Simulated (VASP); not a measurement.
Set up this calculation in VASP 6.6.1, as the native input.

* Task: single point
* Functional: PBEsol
* Potentials or basis: VASP PAW PBE potentials, release 64 (Ga_d)
* Cutoff: 520 eV
* k mesh: 13 × 13 × 13
* Occupations: fermi-dirac, width 0.08 eV
* Spin: no spin polarisation
* Dipole correction: no
* Further INCAR settings: ALGO = Normal; EDIFF = 1e-07; NBANDS = 20

The structure of Ga lies in POSCAR:

```
Ga
1.0
    0.0000000000      2.4293357295      2.4293357295
    2.4293357295      0.0000000000      2.4293357295
    2.4293357295      2.4293357295      0.0000000000
Ga
2
Direct
   -0.1250000000     -0.1250000000     -0.1250000000
    0.1250000000      0.1250000000      0.1250000000
```

This cell differs from its parent crystal: volume scaled by 0.6.

One way to write it, as run:

INCAR

```
PREC = Accurate
ENCUT = 520
EDIFF = 1E-7
ISMEAR = -1
SIGMA = 0.08
LREAL = F
LASPH = T
NELM = 80
ALGO = Normal
ISIF = 2
LWAVE = F
LCHARG = F
GGA = PS
NBANDS = 20
```

KPOINTS

```
regular mesh
0
Gamma
  13 13 13
```

Potentials or basis: VASP PAW PBE potentials, release 64 (Ga_d).

Run with:

```sh
$ cat potpaw_PBE.64/Ga_d/POTCAR > POTCAR
$ mpirun -np 1 vasp_std > vasp.out
```

Results of the run:

```yaml
Pressure: 72.5 GPa
Band_gap_on_the_k_mesh: zero (band 13 reaches 12.36 eV, above the bottom of band 14 at 4.87 eV)
```

Caveat: the PAW data sets were made with another functional, which shifts forces and pressure a little.

It took 22 s on 1 thread of Intel(R) Xeon(R) 6975P-C (Granite Rapids), on a shared host, peak memory 0.17 GiB.
